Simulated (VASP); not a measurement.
# Ir (P6_3/mmc) in VASP: notebook

Ir is run at these levels: PBE; tasks: single point.

Program: VASP 6.6.1. These are calculated values, not measurements. Logs are shortened: lines on timing, memory, paths and dates and some standing lists are left out, and cuts for length are marked.

## 1. The cell of the first run

It takes space group P6_3/mmc (No. 194, hexagonal). The conventional cell has a = 2.641 Å, b = 2.641 Å, c = 4.105 Å, α = 90.00°, β = 90.00°, γ = 120.00°. Within 3.4 Å of Ir (site symmetry -6m2) lie 12 Ir at 2.56 to 2.64 Å.

## 2. Single point, PBE (strain -0.040 along x and y, -0.080 along z)

Contents of INCAR:

```
SYSTEM = Ir
PREC = Accurate ; ENCUT = 520
EDIFF = 1E-6 ; ISMEAR = 0
SIGMA = 0.15 ; LREAL = .False.
LASPH = .True. ; NELM = 100
ALGO = Normal ; ISIF = 2
LWAVE = .False. ; LCHARG = .True.
GGA = PE ; LELF = .True.
LVHAR = .True. ; NBANDS = 16
```

Contents of KPOINTS:

```
regular mesh
0
Gamma
  18 18 12
  0 0 0
```

Contents of POSCAR:

```
Ir
1.0
    2.6413227788      0.0000000000      0.0000000000
   -1.3206613894      2.2874526260      0.0000000000
    0.0000000000      0.0000000000      4.1053068000
Ir
2
Direct
    0.6666666667      0.3333333333      0.7500000000
    0.3333333333      0.6666666667      0.2500000000
```

Potentials or basis: VASP PAW PBE potentials, release 64 (Ir).

Command:

```sh
$ cat potpaw_PBE.64/Ir/POTCAR > POTCAR
$ mpirun -np 1 vasp_std > vasp.out
```

OUTCAR:

```text
SYSTEM = Ir
   PREC = Accurate
   ENCUT = 520
   EDIFF = 1E-6
   ISMEAR = 0
   LREAL = .False.
   LASPH = .True.
   NELM = 100
   ISIF = 2
   GGA = PE

 ion  position               nearest neighbor table
   1  0.667  0.333  0.750-   2 2.56   2 2.56   2 2.56   2 2.56   2 2.56   2 2.56
   2  0.333  0.667  0.250-   1 2.56   1 2.56   1 2.56   1 2.56   1 2.56   1 2.56

  LATTYP: Found a hexagonal cell.
 ALAT       =     2.6413227788
 C/A-ratio  =     1.5542616877

  Lattice vectors:

 A1 = (   2.6413227788,   0.0000000000,   0.0000000000)
 A2 = (  -1.3206613894,   2.2874526260,   0.0000000000)
 A3 = (   0.0000000000,   0.0000000000,   4.1053068000)

Analysis of symmetry for initial positions (statically):
=====================================================================
 Subroutine PRICEL returns:
 Original cell was already a primitive cell.

 Routine SETGRP: Setting up the symmetry group for a
 hexagonal supercell.

 Subroutine GETGRP returns: Found 24 space group operations
 (whereof 12 operations were pure point group operations)
 out of a pool of 24 trial point group operations.

The static configuration has the point symmetry D_3d.
 The point group associated with its full space group is D_6h.

Analysis of symmetry for dynamics (positions and initial velocities):
=====================================================================
 Subroutine PRICEL returns:
 Original cell was already a primitive cell.

 Routine SETGRP: Setting up the symmetry group for a
 hexagonal supercell.

 Subroutine GETGRP returns: Found 24 space group operations
 (whereof 12 operations were pure point group operations)
 out of a pool of 24 trial point group operations.

The dynamic configuration has the point symmetry D_3d.
 The point group associated with its full space group is D_6h.

 Subroutine INISYM returns: Found 24 space group operations
 (whereof 12 operations are pure point group operations),
 and found     1 'primitive' translations

----------------------------------------------------------------------------------------

                                     Primitive cell

  volume of cell :      24.8039

  direct lattice vectors                    reciprocal lattice vectors
     2.641322779  0.000000000  0.000000000     0.378598181  0.218583762  0.000000000
    -1.320661389  2.287452626  0.000000000     0.000000000  0.437167524  0.000000000
     0.000000000  0.000000000  4.105306800     0.000000000  0.000000000  0.243587154

  length of vectors
     2.641322779  2.641322779  4.105306800     0.437167524  0.437167524  0.243587154
[... 82 lines left out ...]
   LREAL  =      F    real-space projection
   EDIFFG = 0.1E-04   stopping-criterion for IOM
   NSW    =      0    number of steps for IOM
   IBRION =     -1    ionic relax: 0-MD 1-quasi-New 2-CG
   NFREE  =      0    steps in history (QN), initial steepest desc. (CG)
   ISIF   =      2    stress and relaxation
   ISYM   =      2    0-nonsym 1-usesym 2-fastsym
   POTIM  = 0.5000    time-step for ionic-motion
   TEBEG  =    0.0;   TEEND  =   0.0 temperature during run
   PSTRESS=    0.0 pullay stress
   NELECT =      18.0000    total number of electrons
   NUPDOWN=      -1.0000    fix difference up-down
   EMIN   =  10.00;   EMAX   =-10.00  energy-range for DOS
   EFERMI =   0.00;   METHOD = LEGACY
   ISMEAR =     0;   SIGMA  =   0.15  broadening in eV -4-tet -1-fermi 0-gaus
   EFERMI_NEDOS =   21; number of points for ismear=-14 and -15
   IALGO  =     38    algorithm
   IMIX   =      4    mixing-type and parameters
     AMIX     =   0.40;   BMIX     =  1.00
     AMIX_MAG =   1.60;   BMIX_MAG =  1.00
  volume/ion in A,a.u.               =      12.40        83.69
  Fermi-wavevector in a.u.,A,eV,Ry     =   1.471158  2.780085 29.447162  2.164305
  Thomas-Fermi vector in A             =   2.586328
   LORBIT       =      0    0 simple, 1 ext, 2 COOP (PROOUT), +10 PAW based schemes
   GGA     = PE    functional components
   LHFCALC =     F    Hartree Fock is set to
   AEXX    =    0.0000 exact exchange contribution
   IVDW    =     0    specifies the selected vdW correction
   LEPSILON=     F    determine dielectric tensor
   LRPA    =     F    only Hartree local field effects (RPA)
 non-spin polarized calculation
 Gauss-broadening in eV      SIGMA  =   0.15
  energy-cutoff  :      520.00
  volume of cell :       24.80
 maximum number of plane-waves:       693
 NGX is ok and might be reduce to    20
   NGX =  9   NGY =  9   NGZ = 15

 number of electron      17.9999999 magnetization

 Free energy of the ion-electron system (eV)
  ---------------------------------------------------
  ext. energy  EPLUGINS =         0.00000000
  ---------------------------------------------------
  free energy    TOTEN  =       -16.50847420 eV

  energy without entropy =      -16.48753866  energy(sigma->0) =      -16.49800643

 E-fermi :  13.0915     XC(G=0): -14.7794

 val. band max:       13.0825949418   @ k =   0.3889   0.2222   0.2500
 cond. band min:      13.0976172042   @ k =   0.2222   0.1111   0.4167
 fundamental gap:      0.0150222624
 Fermi energy:        13.0915311082

 k-point     1 :       0.0000    0.0000    0.0000
  band No.  band energies     occupation
      1       0.2558      2.00000
      2       3.3075      2.00000
      3       8.2146      2.00000
      4       8.2146      2.00000
      5       8.6796      2.00000
      6       9.1728      2.00000
[... 433 lines left out ...]
      3       4.6939      2.00000
      4       7.5177      2.00000
      5       7.9993      2.00000
      6       8.8891      2.00000
[... 8 lines left out ...]
     15      25.4022      0.00000
     16      27.3754      0.00000

 [... further k-points ...]

------------------------ aborting loop because EDIFF is reached ----------------------------------------

  FORCE on cell =-STRESS in cart. coord.  units (eV):
  Direction    XX          YY          ZZ          XY          YZ          ZX
  --------------------------------------------------------------------------------------
  -------------------------------------------------------------------------------------
  Total       11.7668909     11.7668909     16.5947572     -0.0000000      0.0000000      0.0000000
  in kB      760.0691473    760.0691473   1071.9197726     -0.0000000      0.0000000      0.0000000
  external PRESSURE =     864.0193557 kB  Pullay stress =       0.0000000 kB

 VOLUME and BASIS-vectors are now :
 -----------------------------------------------------------------------------
  energy-cutoff  :      520.00
  volume of cell :       24.80
      direct lattice vectors                 reciprocal lattice vectors
     2.641322779  0.000000000  0.000000000     0.378598181  0.218583762  0.000000000
    -1.320661389  2.287452626  0.000000000     0.000000000  0.437167524  0.000000000
     0.000000000  0.000000000  4.105306800     0.000000000  0.000000000  0.243587154

 POSITION                                       TOTAL-FORCE (eV/Angst)
 -----------------------------------------------------------------------------------
      1.32066      0.76248      3.07898         0.000000      0.000000      0.000000
     -0.00000      1.52497      1.02633        -0.000000     -0.000000      0.000000
 -----------------------------------------------------------------------------------
    total drift:                                0.000000     -0.000000     -0.000000

  FREE ENERGIE OF THE ION-ELECTRON SYSTEM (eV)
  ---------------------------------------------------
  free  energy   TOTEN  =       -16.5084741962 eV

  energy  without entropy=      -16.4875386609  energy(sigma->0) =      -16.49800643
```

Run time: 37 s. Hardware: 1 thread of Intel Xeon 6975P-C (Granite Rapids), shared host; peak memory 0.21 GiB.

Results:

- Free energy: -16.5085 eV
- Pressure: 86.4 GPa
- Band gap on the k mesh: zero (band 9 reaches 14.25 eV, above the bottom of band 10 at 10.12 eV)

Caveat: the cell differs from its parent crystal (strain -0.040 along x and y, -0.080 along z); spin-orbit coupling is left out, which moves the levels of the heavy elements.

## 3. Single point, PBE (strain -0.080 along x and y, +0.040 along z)

Contents of INCAR:

```
SYSTEM = Ir
ALGO = Normal
EDIFF = 1E-7
ENCUT = 520
GGA = PE
ISIF = 2
ISMEAR = 0
LASPH = .TRUE.
LCHARG = .FALSE.
LREAL = .FALSE.
LWAVE = .FALSE.
NBANDS = 16
NELM = 80
PREC = Accurate
SIGMA = 0.15
```

Contents of KPOINTS:

```
k-points
0
G
  18 18 12
  0 0 0
```

Contents of POSCAR:

```
Ir
1.0
    2.5312676630      0.0000000000      0.0000000000
   -1.2656338315      2.1921420999      0.0000000000
    0.0000000000      0.0000000000      4.6407816000
Ir
2
Direct
    0.6666666667      0.3333333333      0.7500000000
    0.3333333333      0.6666666667      0.2500000000
```

Potentials or basis: VASP PAW PBE potentials, release 64 (Ir).

Command:

```sh
$ cat potpaw_PBE.64/Ir/POTCAR > POTCAR
$ mpirun -np 1 vasp_std > vasp.out
```

Run time: 40 s. Hardware: 1 thread of Intel Xeon 6975P-C (Granite Rapids), shared host; peak memory 0.21 GiB.

Results (log left out):

```
Free energy            : -16.5219 eV
Pressure               : 67.9 GPa
Band gap on the k mesh : zero (band 9 reaches 14.24 eV, above the bottom of band 10 at 10.02 eV)
```

Stress tensor (GPa, compression positive):
```
93.74  0.00  0.00
 0.00 93.74  0.00
 0.00  0.00 16.28
```

Levels at points of the mesh, in eV from the Fermi level:
```csv
k point,band 7,band 8,band 9,band 10,band 11,band 12
"(0.00, 0.00, 0.00)",-3.80,-2.09,-1.37,-1.37,0.67,0.67
"(0.50, 0.00, 0.00)",-3.14,0.77,2.03,2.27,3.73,5.40
"(0.00, 0.00, 0.50)",-4.20,-4.20,-0.12,-0.12,-0.12,-0.12
"(0.50, 0.00, 0.50)",-0.92,-0.92,2.16,2.16,2.29,2.29
```

Caveat: the cell differs from its parent crystal (strain -0.080 along x and y, +0.040 along z); spin-orbit coupling is left out, which moves the levels of the heavy elements.

## 4. Single point, PBE (strain -0.040 along x and y, -0.040 along z)

Contents of INCAR:

```
SYSTEM = Ir
PREC     = Accurate       ! precision mode
ENCUT    = 520            ! plane-wave cutoff, eV
EDIFF    = 1E-7           ! SCF threshold, eV
ISMEAR   = 0              ! smearing method
SIGMA    = 0.15           ! smearing width, eV
LREAL    = .FALSE.        ! projectors in reciprocal space
LASPH    = .TRUE.         ! aspherical terms in the spheres
NELM     = 100            ! most SCF steps
ALGO     = Fast           ! electronic algorithm
ISIF     = 2              ! what is computed and relaxed
LWAVE    = .FALSE.        ! write WAVECAR
LCHARG   = .FALSE.        ! write CHGCAR
GGA      = PE             ! functional
NBANDS   = 16             ! bands
```

Contents of KPOINTS:

```
Automatic mesh
0
G
  18 18 12
  0 0 0
```

Contents of POSCAR:

```
Ir
1.0
    2.6413227788      0.0000000000      0.0000000000
   -1.3206613894      2.2874526260      0.0000000000
    0.0000000000      0.0000000000      4.2837984000
Ir
2
Direct
    0.6666666667      0.3333333333      0.7500000000
    0.3333333333      0.6666666667      0.2500000000
```

Command:

```sh
$ cat potpaw_PBE.64/Ir/POTCAR > POTCAR
$ mpirun -np 1 vasp_std > vasp.out
```

It took 56 s on 1 thread of Intel Xeon 6975P-C (Granite Rapids), shared host; peak memory 0.21 GiB.

The run converged. Its results:

| Property | Result |
| --- | --- |
| Free energy | -17.0536 eV |
| Pressure | 56.2 GPa |
| Band gap on the k mesh | zero (band 9 reaches 13.34 eV, above the bottom of band 10 at 9.45 eV) |

Stress tensor (GPa, compression positive):
```
55.74  0.00  0.00
 0.00 55.74  0.00
 0.00  0.00 56.97
```

Levels at points of the mesh, in eV from the Fermi level:
| k point | band 7 | band 8 | band 9 | band 10 | band 11 | band 12 |
| --- | --- | --- | --- | --- | --- | --- |
| (0.00, 0.00, 0.00) | -3.69 | -2.76 | -2.76 | -1.08 | 0.29 | 0.29 |
| (0.50, 0.00, 0.00) | -3.44 | 0.84 | 1.15 | 1.33 | 3.33 | 4.91 |
| (0.00, 0.00, 0.50) | -4.59 | -4.59 | -0.54 | -0.54 | -0.54 | -0.54 |
| (0.50, 0.00, 0.50) | -1.19 | -1.19 | 1.13 | 1.13 | 2.20 | 2.20 |

Caveat: the cell differs from its parent crystal (strain -0.040 along x and y, -0.040 along z); spin-orbit coupling is left out, which moves the levels of the heavy elements.

## 5. Single point, PBE (strain -0.080 along x and y, +0.080 along z)

Contents of INCAR:

```
ALGO     = Normal         # electronic algorithm
EDIFF    = 1E-6           # SCF threshold, eV
ENCUT    = 520            # plane-wave cutoff, eV
GGA      = PE             # functional
ISIF     = 2              # what is computed and relaxed
ISMEAR   = 0              # smearing method
LASPH    = True           # aspherical terms in the spheres
LCHARG   = True           # write CHGCAR
LELF     = True           # ELF
LREAL    = False          # projectors in reciprocal space
LVHAR    = True         
LWAVE    = False          # write WAVECAR
NBANDS   = 16             # bands
NELM     = 80             # most SCF steps
PREC     = Accurate       # precision mode
SIGMA    = 0.15           # smearing width, eV
```

Contents of KPOINTS:

```
k-points
0
Gamma
  18 18 12
```

Contents of POSCAR:

```
Ir
1.0
    2.5312676630      0.0000000000      0.0000000000
   -1.2656338315      2.1921420999      0.0000000000
    0.0000000000      0.0000000000      4.8192732000
Ir
2
Direct
    0.6666666667      0.3333333333      0.7500000000
    0.3333333333      0.6666666667      0.2500000000
```

Command:

```sh
$ cat potpaw_PBE.64/Ir/POTCAR > POTCAR
$ mpirun -np 1 vasp_std > vasp.out
```

Wall time 38 s (1 thread of Intel Xeon 6975P-C (Granite Rapids), shared host); peak memory 0.21 GiB.

Results (log left out):

```
Free energy            : -16.5451 eV
Pressure               : 51.8 GPa
Band gap on the k mesh : zero (band 9 reaches 13.58 eV, above the bottom of band 10 at 9.67 eV)
```

Stress tensor (GPa, compression positive):
```
81.30  0.00  0.00
 0.00 81.30  0.00
 0.00  0.00 -7.30
```

Levels at points of the mesh, in eV from the Fermi level:
```tsv
k point	band 5	band 6	band 7	band 8	band 9	band 10	band 11	band 12	band 13	band 14
(0.00, 0.00, 0.00)	-4.02	-3.66	-3.66	-2.21	-0.91	-0.91	0.73	0.73	5.48	14.11
(0.50, 0.00, 0.00)	-3.65	-2.91	-2.75	0.61	2.23	2.41	3.59	5.22	9.18	9.54
(0.00, 0.00, 0.50)	-3.94	-3.94	-3.94	-3.94	0.05	0.05	0.05	0.05	11.58	11.58
(0.50, 0.00, 0.50)	-1.42	-1.42	-0.81	-0.81	2.18	2.18	2.32	2.32	9.40	9.40
```

Caveat: the cell differs from its parent crystal (strain -0.080 along x and y, +0.080 along z); spin-orbit coupling is left out, which moves the levels of the heavy elements.

## 6. Single point, PBE (strain +0.000 along x and y, -0.080 along z)

Contents of INCAR:

```
SYSTEM = Ir
  PREC = Accurate
  ENCUT = 520
  EDIFF = 1E-7
  ISMEAR = 0
  SIGMA = 0.15
  LREAL = .FALSE.
  LASPH = .TRUE.
  NELM = 60
  ALGO = Fast
  ISIF = 2
  LWAVE = .FALSE.
  LCHARG = .FALSE.
  GGA = PE
  NBANDS = 16
```

Contents of KPOINTS:

```
Automatic mesh
0
G
  18 18 12
  0 0 0
```

Contents of POSCAR:

```
Ir
1.0
    2.7513778946      0.0000000000      0.0000000000
   -1.3756889473      2.3827631521      0.0000000000
    0.0000000000      0.0000000000      4.1053068000
Ir
2
Direct
    0.6666666667      0.3333333333      0.7500000000
    0.3333333333      0.6666666667      0.2500000000
```

Potentials or basis: VASP PAW PBE potentials, release 64 (Ir).

Command:

```sh
$ cat potpaw_PBE.64/Ir/POTCAR > POTCAR
$ mpirun -np 1 vasp_std > vasp.out
```

Wall time 59 s (1 thread of Intel Xeon 6975P-C (Granite Rapids), shared host); peak memory 0.21 GiB.

Results (log left out):

```yaml
Free_energy: -17.1514 eV
Pressure: 38.4 GPa
Band_gap_on_the_k_mesh: zero (band 9 reaches 12.32 eV, above the bottom of band 10 at 9.06 eV)
```

Stress tensor (GPa, compression positive):
```
25.99  0.00  0.00
 0.00 25.99  0.00
 0.00  0.00 63.28
```

Levels at points of the mesh, in eV from the Fermi level:
```
           k point  band 6  band 7  band 8  band 9  band 10  band 11  band 12  band 13
(0.00, 0.00, 0.00)   -3.42   -3.42   -3.39   -3.39    -0.07     0.19     0.19     8.67
(0.50, 0.00, 0.00)   -3.41   -2.72    0.11    0.81     1.44     2.79     4.17     8.87
(0.00, 0.00, 0.50)   -4.73   -4.43   -4.43   -0.47    -0.47    -0.47    -0.47    13.35
(0.50, 0.00, 0.50)   -2.79   -1.23   -1.23    0.55     0.55     1.96     1.96     7.93
```

Caveat: the cell differs from its parent crystal (strain +0.000 along x and y, -0.080 along z); spin-orbit coupling is left out, which moves the levels of the heavy elements.

## 7. Overview

```tsv
cell	gap on the mesh (eV)	pressure (GPa)
a = 2.641, b = 2.641, c = 4.105 Å, angles 90.0, 90.0, 120.0°, 2 atoms	none	86.4
a = 2.531, b = 2.531, c = 4.641 Å, angles 90.0, 90.0, 120.0°, 2 atoms	none	67.9
a = 2.641, b = 2.641, c = 4.284 Å, angles 90.0, 90.0, 120.0°, 2 atoms	none	56.2
a = 2.531, b = 2.531, c = 4.819 Å, angles 90.0, 90.0, 120.0°, 2 atoms	none	51.8
a = 2.751, b = 2.751, c = 4.105 Å, angles 90.0, 90.0, 120.0°, 2 atoms	none	38.4
```

Alike in all rows: task single point; level PBE; potentials or basis VASP PAW PBE potentials, release 64 (Ir); no spin polarisation; k mesh 18 × 18 × 12; cutoff (eV) 520; smearing gaussian 0.15 eV.

Caveats: spin-orbit coupling is left out, which moves the levels of the heavy elements.

Total energies depend on the potentials used, so only differences within one code and one set of settings carry meaning.
